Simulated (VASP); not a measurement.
# SnO (P1) in VASP: notebook, part 2 of 2

VASP 6.6.1. Earlier steps stand in the parts before.

## 3. Single point, PBEsol (atom 1 (Sn) moved +0.050 Å along Cartesian [1 -1 0])

Contents of INCAR:

```
PREC = Accurate ; ENCUT = 520
EDIFF = 1E-7 ; ISMEAR = 0
SIGMA = 0.05 ; LREAL = False
LASPH = True ; NELM = 60
ALGO = Normal ; ISIF = 2
LWAVE = False ; LCHARG = False
GGA = PS ; NBANDS = 28
```

Contents of KPOINTS:

```
regular mesh
0
Gamma
  8 6 8
```

Contents of POSCAR:

```
SnO
1.0
    3.3156061815      0.0000000000      0.0000000000
    0.0000000000      5.7049851891      0.0000000000
    0.0000000000      0.0000000000      3.8941648049
Sn O
2 2
Direct
    0.0106633108      0.2275920098      0.5261742991
    0.5000000000      0.7662107192      0.0261742991
    0.0000000000      0.8853564082      0.7238267009
    0.5000000000      0.1146435918      0.2238267009
```

Potentials or basis: VASP PAW PBE potentials, release 64 (Sn_d, O).

Started as:

```sh
cat potpaw_PBE.64/Sn_d/POTCAR potpaw_PBE.64/O/POTCAR > POTCAR
mpirun -np 1 vasp_std > vasp.out
```

OUTCAR:

```text
PREC = Accurate
   ENCUT = 520
   EDIFF = 1E-7
   ISMEAR = 0
   LREAL = False
   LASPH = True
   NELM = 60
   ISIF = 2
   GGA = PS

 ion  position               nearest neighbor table
   1  0.011  0.228  0.526-   3 2.10   4 2.11   4 2.16   2 3.65   2 3.65   2 3.69   2 3.69
   2  0.500  0.766  0.026-   4 2.13   3 2.14   3 2.14   1 3.65   1 3.65   1 3.69   1 3.69
   3  0.000  0.885  0.724-   1 2.10   2 2.14   2 2.14
   4  0.500  0.115  0.224-   1 2.11   2 2.13   1 2.16

  LATTYP: Found a simple orthorhombic cell.
 ALAT       =     3.3156061815
 B/A-ratio  =     1.1744955799
 C/A-ratio  =     1.7206462037

  Lattice vectors:

 A1 = (  -3.3156061815,   0.0000000000,   0.0000000000)
 A2 = (   0.0000000000,   0.0000000000,   3.8941648049)
 A3 = (   0.0000000000,   5.7049851891,   0.0000000000)

Analysis of symmetry for initial positions (statically):
=====================================================================
 Subroutine PRICEL returns:
 Original cell was already a primitive cell.

[... 167 lines left out ...]
  ---------------------------------------------------
  ext. energy  EPLUGINS =         0.00000000
  ---------------------------------------------------
  free energy    TOTEN  =       -23.81733256 eV

  energy without entropy =      -23.81733256  energy(sigma->0) =      -23.81733256

 E-fermi :   5.8900     XC(G=0): -10.2288

 val. band max:        5.6506509534   @ k =   0.0000   0.0000   0.0000
 cond. band min:       6.9143645719   @ k =   0.3750   0.5000   0.0000
 fundamental gap:      1.2637136185
 Fermi energy:         5.8900098408

 k-point     1 :       0.0000    0.0000    0.0000
  band No.  band energies     occupation
      1     -15.6045      2.00000
      2     -15.2057      2.00000
      3     -15.1149      2.00000
      4     -15.0882      2.00000
      5     -15.0297      2.00000
      6     -15.0162      2.00000
[... 733 lines left out ...]
     27      15.0581      0.00000
     28      16.1142      0.00000

 [... further k-points ...]
[... 5 lines left out ...]
  --------------------------------------------------------------------------------------
  -------------------------------------------------------------------------------------
  Total        0.5538064      0.9317340      0.4668045     -0.1867400     -0.0794556     -0.2380981
  in kB       12.0458305     20.2661259     10.1534550     -4.0617777     -1.7282378     -5.1788661
  external PRESSURE =      14.1551371 kB  Pullay stress =       0.0000000 kB

 VOLUME and BASIS-vectors are now :
 -----------------------------------------------------------------------------
  energy-cutoff  :      520.00
  volume of cell :       73.66
      direct lattice vectors                 reciprocal lattice vectors
     3.315606182  0.000000000  0.000000000     0.301603974  0.000000000  0.000000000
     0.000000000  5.704985189  0.000000000     0.000000000  0.175285293  0.000000000
     0.000000000  0.000000000  3.894164805     0.000000000  0.000000000  0.256794473

 POSITION                                       TOTAL-FORCE (eV/Angst)
 -----------------------------------------------------------------------------------
      0.03536      1.29841      2.04901        -0.231984      0.575183      0.101110
      1.65780      4.37122      0.10193         0.013759     -0.212509      0.056835
      0.00000      5.05095      2.81870         0.019165     -0.202023     -0.001612
      1.65780      0.65404      0.87162         0.199060     -0.160651     -0.156333
 -----------------------------------------------------------------------------------
    total drift:                                0.000385      0.000097     -0.000337

  FREE ENERGIE OF THE ION-ELECTRON SYSTEM (eV)
  ---------------------------------------------------
  free  energy   TOTEN  =       -23.8173325584 eV

  energy  without entropy=      -23.8173325584  energy(sigma->0) =      -23.81733256
```

OSZICAR:

```text
N       E                     dE             d eps       ncg     rms          rms(c)
DAV:   1     0.436310484952E+03    0.43631E+03   -0.20266E+04 11300   0.216E+03
DAV:   2     0.410310665309E+02   -0.39528E+03   -0.37953E+03 11376   0.547E+02
DAV:   3    -0.239298325248E+02   -0.64961E+02   -0.63838E+02 12416   0.187E+02
DAV:   4    -0.271286728000E+02   -0.31988E+01   -0.31828E+01 12808   0.446E+01
DAV:   5    -0.272063952560E+02   -0.77722E-01   -0.77709E-01 12016   0.751E+00    0.110E+01
DAV:   6    -0.239158859080E+02    0.32905E+01   -0.14947E+01 18104   0.451E+01    0.504E+00
DAV:   7    -0.238595119973E+02    0.56374E-01   -0.18573E+00 12792   0.858E+00    0.251E+00
DAV:   8    -0.238281863618E+02    0.31326E-01   -0.31305E-01 14276   0.387E+00    0.772E-01
DAV:   9    -0.238166076132E+02    0.11579E-01   -0.44736E-02 17320   0.234E+00    0.216E-01
DAV:  10    -0.238175952898E+02   -0.98768E-03   -0.66869E-03 15356   0.763E-01    0.119E-01
DAV:  11    -0.238173168973E+02    0.27839E-03   -0.11223E-03 16984   0.341E-01    0.227E-02
DAV:  12    -0.238173393813E+02   -0.22484E-04   -0.23764E-04 12028   0.874E-02    0.285E-02
DAV:  13    -0.238173330581E+02    0.63232E-05   -0.24124E-05 15512   0.509E-02    0.836E-03
DAV:  14    -0.238173327206E+02    0.33744E-06   -0.24760E-06 11824   0.103E-02    0.198E-03
DAV:  15    -0.238173325434E+02    0.17718E-06   -0.17918E-07  9388   0.373E-03    0.108E-03
DAV:  16    -0.238173325584E+02   -0.14908E-07   -0.82409E-08  6316   0.301E-03
   1 F= -.23817333E+02 E0= -.23817333E+02  d E =-.842436E-14
```

Run time: 3.3 min. Hardware: 1 thread of Intel Xeon Platinum 8559C (Emerald Rapids), shared host; peak memory 0.42 GiB.

Results:

```yaml
Free_energy: -23.8173 eV
Pressure: 1.4 GPa
Largest_force: 0.628 eV/Å
Band_gap_on_the_k_mesh: 1.26 eV (least direct gap 1.86 eV)
```

Forces in eV/Å, atoms in the order of the input:
```
Sn  -0.232  0.575  0.101
Sn   0.014 -0.213  0.057
O    0.019 -0.202 -0.002
O    0.199 -0.161 -0.156
```

Levels at points of the mesh, in eV from the valence-band top:
| k point | band 18 | band 19 | band 20 | band 21 | band 22 | band 23 |
| --- | --- | --- | --- | --- | --- | --- |
| (0.00, 0.00, 0.00) | -2.83 | -2.32 | 0.00 | 3.18 | 3.25 | 6.24 |
| (0.50, 0.00, 0.00) | -2.87 | -1.31 | -1.20 | 2.42 | 2.52 | 5.77 |
| (0.00, 0.50, 0.00) | -2.86 | -1.94 | -1.57 | 3.28 | 4.48 | 5.03 |
| (0.50, 0.50, 0.00) | -2.88 | -1.11 | -1.01 | 1.92 | 2.01 | 6.37 |
| (0.00, 0.00, 0.50) | -3.41 | -1.61 | -1.51 | 2.45 | 2.51 | 5.41 |
| (0.50, 0.00, 0.50) | -3.61 | -1.22 | -1.11 | 2.21 | 2.25 | 4.53 |
| (0.00, 0.50, 0.50) | -3.17 | -1.59 | -1.46 | 1.88 | 1.95 | 5.89 |
| (0.50, 0.50, 0.50) | -3.86 | -0.50 | -0.42 | 2.39 | 2.44 | 4.18 |

Caveat: the cell differs from its parent crystal (atom 1 (Sn) moved +0.050 Å along Cartesian [1 -1 0]); the PAW data sets were made with another functional, which shifts forces and pressure a little; spin-orbit coupling is left out, which moves the levels of the heavy elements. A k mesh can miss the band edges.
